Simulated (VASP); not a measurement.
# Sn3Te (P-4m2) in VASP: single point with PBE

Aim: the single point of Sn3Te with PBE.

Everything below comes from runs of VASP 6.6.1. Logs are shortened: lines on timing, memory, paths and dates and some standing lists are left out, and cuts for length are marked.

## (1) The cell of the first run

Symmetry: P-4m2, No. 115, tetragonal system. The conventional cell has a = 4.629 Å, b = 4.629 Å, c = 5.417 Å, α = 90.00°, β = 90.00°, γ = 90.00°. Within 4.3 Å of Sn (site symmetry -4m2) lie 4 Te at 3.27 Å and 8 Sn at 3.55 to 3.57 Å. Sn (site symmetry 2mm) has 8 Sn at 3.27 to 3.57 Å and 4 Te at 3.55 to 3.57 Å within 4.3 Å. Within 4.3 Å of Te (site symmetry -4m2) lie 12 Sn at 3.27 to 3.57 Å.

The cell was built from a structure type or drawn by symmetry, and may not be a known phase.

## (2) Single point, PBE

Contents of INCAR:

```
SYSTEM = Sn3Te
  PREC = Accurate
  ENCUT = 520
  EDIFF = 1E-7
  ISMEAR = 0
  SIGMA = 0.1
  LREAL = .False.
  LASPH = .True.
  NELM = 80
  ALGO = Fast
  ISIF = 2
  LWAVE = .False.
  LCHARG = .False.
  GGA = PE
  NBANDS = 32
```

Contents of KPOINTS:

```
regular mesh
0
Gamma
  10 10 8
  0 0 0
```

Contents of POSCAR:

```
Sn3Te
1.0
    4.6291128929      0.0000000000      0.0000000000
    0.0000000000      4.6291128929      0.0000000000
    0.0000000000      0.0000000000      5.4171470614
Sn Te
3 1
Direct
    0.0000000000      0.0000000000      0.0000000000
    0.0000000000      0.5000000000      0.5029232400
    0.5000000000      0.0000000000      0.4970767600
    0.5000000000      0.5000000000      0.0000000000
```

Potentials or basis: VASP PAW PBE potentials, release 64 (Sn_d, Te).

Launch:

```sh
> cat potpaw_PBE.64/Sn_d/POTCAR potpaw_PBE.64/Te/POTCAR > POTCAR
> mpirun -np 1 vasp_std > vasp.out
```

OUTCAR:

```text
SYSTEM = Sn3Te
   PREC = Accurate
   ENCUT = 520
   EDIFF = 1E-7
   ISMEAR = 0
   LREAL = .False.
   LASPH = .True.
   NELM = 80
   ISIF = 2
   GGA = PE

 ion  position               nearest neighbor table
   1  0.000  0.000  0.000-   4 3.27   4 3.27   4 3.27   4 3.27   3 3.55   3 3.55   2 3.55   2 3.55
                             2 3.57   2 3.57   3 3.57   3 3.57
   2  0.000  0.500  0.503-   3 3.27   3 3.27   3 3.27   3 3.27   1 3.55   4 3.55   4 3.55   1 3.55
                             1 3.57   4 3.57   4 3.57   1 3.57
   3  0.500  0.000  0.497-   2 3.27   2 3.27   2 3.27   2 3.27   4 3.55   1 3.55   4 3.55   1 3.55
                             1 3.57   4 3.57   4 3.57   1 3.57
   4  0.500  0.500  0.000-   1 3.27   1 3.27   1 3.27   1 3.27   3 3.55   3 3.55   2 3.55   2 3.55
                             2 3.57   2 3.57   3 3.57   3 3.57

  LATTYP: Found a simple tetragonal cell.
 ALAT       =     4.6291128929
 C/A-ratio  =     1.1702343811

  Lattice vectors:

 A1 = (   4.6291128929,   0.0000000000,   0.0000000000)
 A2 = (   0.0000000000,   4.6291128929,   0.0000000000)
 A3 = (   0.0000000000,   0.0000000000,   5.4171470614)

Analysis of symmetry for initial positions (statically):
=====================================================================
 Subroutine PRICEL returns:
 Original cell was already a primitive cell.

 Routine SETGRP: Setting up the symmetry group for a
 simple tetragonal supercell.

 Subroutine GETGRP returns: Found  8 space group operations
 (whereof  8 operations were pure point group operations)
 out of a pool of 16 trial point group operations.

The static configuration has the point symmetry D_2d.

Analysis of symmetry for dynamics (positions and initial velocities):
=====================================================================
 Subroutine PRICEL returns:
 Original cell was already a primitive cell.

 Routine SETGRP: Setting up the symmetry group for a
 simple tetragonal supercell.

 Subroutine GETGRP returns: Found  8 space group operations
 (whereof  8 operations were pure point group operations)
 out of a pool of 16 trial point group operations.

The dynamic configuration has the point symmetry D_2d.

 Subroutine INISYM returns: Found  8 space group operations
 (whereof  8 operations are pure point group operations),
 and found     1 'primitive' translations

----------------------------------------------------------------------------------------

                                     Primitive cell

  volume of cell :     116.0823

  direct lattice vectors                    reciprocal lattice vectors
     4.629112893  0.000000000  0.000000000     0.216024112  0.000000000  0.000000000
     0.000000000  4.629112893  0.000000000     0.000000000  0.216024112  0.000000000
[... 97 lines left out ...]
   POTIM  = 0.5000    time-step for ionic-motion
   TEBEG  =    0.0;   TEEND  =   0.0 temperature during run
   PSTRESS=    0.0 pullay stress
   NELECT =      48.0000    total number of electrons
   NUPDOWN=      -1.0000    fix difference up-down
   EMIN   =  10.00;   EMAX   =-10.00  energy-range for DOS
   EFERMI =   0.00;   METHOD = LEGACY
   ISMEAR =     0;   SIGMA  =   0.10  broadening in eV -4-tet -1-fermi 0-gaus
   EFERMI_NEDOS =   21; number of points for ismear=-14 and -15
   IALGO  =     68    algorithm
   IMIX   =      4    mixing-type and parameters
     AMIX     =   0.40;   BMIX     =  1.00
     AMIX_MAG =   1.60;   BMIX_MAG =  1.00
  volume/ion in A,a.u.               =      29.02       195.84
  Fermi-wavevector in a.u.,A,eV,Ry     =   1.219644  2.304794 20.239104  1.487532
  Thomas-Fermi vector in A             =   2.354889
   LORBIT       =      0    0 simple, 1 ext, 2 COOP (PROOUT), +10 PAW based schemes
   GGA     = PE    functional components
   LHFCALC =     F    Hartree Fock is set to
   AEXX    =    0.0000 exact exchange contribution
   IVDW    =     0    specifies the selected vdW correction
   LEPSILON=     F    determine dielectric tensor
   LRPA    =     F    only Hartree local field effects (RPA)
 non-spin polarized calculation
 RMM-DIIS sequential band-by-band and
 Gauss-broadening in eV      SIGMA  =   0.10
  energy-cutoff  :      520.00
  volume of cell :      116.08
 maximum number of plane-waves:      3144
 NGX is ok and might be reduce to    36
   NGX = 17   NGY = 17   NGZ = 21

 number of electron      47.9999996 magnetization

 Free energy of the ion-electron system (eV)
  ---------------------------------------------------
  ext. energy  EPLUGINS =         0.00000000
  ---------------------------------------------------
  free energy    TOTEN  =       -14.39778619 eV

  energy without entropy =      -14.38513677  energy(sigma->0) =      -14.39146148

 E-fermi :   7.6184     XC(G=0): -10.0251

 val. band max:        7.5990315044   @ k =   0.4000   0.0000   0.1250
 cond. band min:       7.6325784757   @ k =   0.5000   0.0000   0.3750
 fundamental gap:      0.0335469713
 Fermi energy:         7.6184107612

 k-point     1 :       0.0000    0.0000    0.0000
  band No.  band energies     occupation
      1     -14.1469      2.00000
      2     -14.1445      2.00000
      3     -14.1354      2.00000
      4     -14.1354      2.00000
      5     -14.1181      2.00000
      6     -14.1152      2.00000
[... 829 lines left out ...]
     31      12.4914      0.00000
     32      12.8194      0.00000

 [... further k-points ...]

------------------------ aborting loop because EDIFF is reached ----------------------------------------

  FORCE on cell =-STRESS in cart. coord.  units (eV):
  Direction    XX          YY          ZZ          XY          YZ          ZX
  --------------------------------------------------------------------------------------
  -------------------------------------------------------------------------------------
  Total       -0.0608765     -0.0608765     -0.0721542      0.0000000      0.0000000      0.0000000
  in kB       -0.8402222     -0.8402222     -0.9958771      0.0000000      0.0000000      0.0000000
  external PRESSURE =      -0.8921072 kB  Pullay stress =       0.0000000 kB

 VOLUME and BASIS-vectors are now :
 -----------------------------------------------------------------------------
  energy-cutoff  :      520.00
  volume of cell :      116.08
      direct lattice vectors                 reciprocal lattice vectors
     4.629112893  0.000000000  0.000000000     0.216024112  0.000000000  0.000000000
     0.000000000  4.629112893  0.000000000     0.000000000  0.216024112  0.000000000
     0.000000000  0.000000000  5.417147061     0.000000000  0.000000000  0.184599013

 POSITION                                       TOTAL-FORCE (eV/Angst)
 -----------------------------------------------------------------------------------
      0.00000      0.00000      0.00000         0.000000      0.000000      0.000000
      0.00000      2.31456      2.72441         0.000000      0.000000     -0.001353
      2.31456      0.00000      2.69274         0.000000      0.000000      0.001353
      2.31456      2.31456      0.00000         0.000000      0.000000      0.000000
 -----------------------------------------------------------------------------------
    total drift:                                0.000000      0.000000      0.000000

  FREE ENERGIE OF THE ION-ELECTRON SYSTEM (eV)
  ---------------------------------------------------
  free  energy   TOTEN  =       -14.3977861946 eV

  energy  without entropy=      -14.3851367720  energy(sigma->0) =      -14.39146148
```

OSZICAR:

```text
N       E                     dE             d eps       ncg     rms          rms(c)
DAV:   1     0.449512975142E+03    0.44951E+03   -0.23230E+04  6912   0.209E+03
DAV:   2     0.439400395867E+02   -0.40557E+03   -0.39401E+03  6728   0.545E+02
DAV:   3    -0.118611799904E+02   -0.55801E+02   -0.54202E+02  8120   0.172E+02
DAV:   4    -0.143547935022E+02   -0.24936E+01   -0.24866E+01  7584   0.389E+01
DAV:   5    -0.144534469745E+02   -0.98653E-01   -0.98648E-01 10368   0.784E+00    0.637E+00
RMM:   6    -0.144091910743E+02    0.44256E-01   -0.55894E-02  8028   0.200E+00    0.390E+00
RMM:   7    -0.143982475356E+02    0.10944E-01   -0.53630E-02  7825   0.163E+00    0.305E-01
RMM:   8    -0.143975191996E+02    0.72834E-03   -0.70846E-03  8615   0.890E-01    0.952E-02
RMM:   9    -0.143977435751E+02   -0.22438E-03   -0.24350E-03  9448   0.373E-01    0.873E-02
RMM:  10    -0.143977867981E+02   -0.43223E-04   -0.48699E-04 10710   0.161E-01    0.451E-02
RMM:  11    -0.143977880538E+02   -0.12557E-05   -0.69646E-05 10763   0.532E-02    0.879E-03
RMM:  12    -0.143977864149E+02    0.16389E-05   -0.11079E-05 10547   0.222E-02    0.632E-03
RMM:  13    -0.143977862915E+02    0.12339E-06   -0.31575E-06  9796   0.950E-03    0.422E-03
RMM:  14    -0.143977861946E+02    0.96848E-07   -0.30733E-07  5463   0.549E-03
   1 F= -.14397786E+02 E0= -.14391461E+02  d E =-.126494E-01
```

Wall time 3.7 min (1 thread of AMD EPYC 9R45 (Zen 5), shared host); peak memory 0.41 GiB.

Results:

```
Free energy            : -14.3978 eV
Pressure               : -0.1 GPa
Band gap on the k mesh : zero (bands 24 and 25 overlap by 2.44 eV)
```

Caveat: spin-orbit coupling is left out, which moves the levels of the heavy elements.
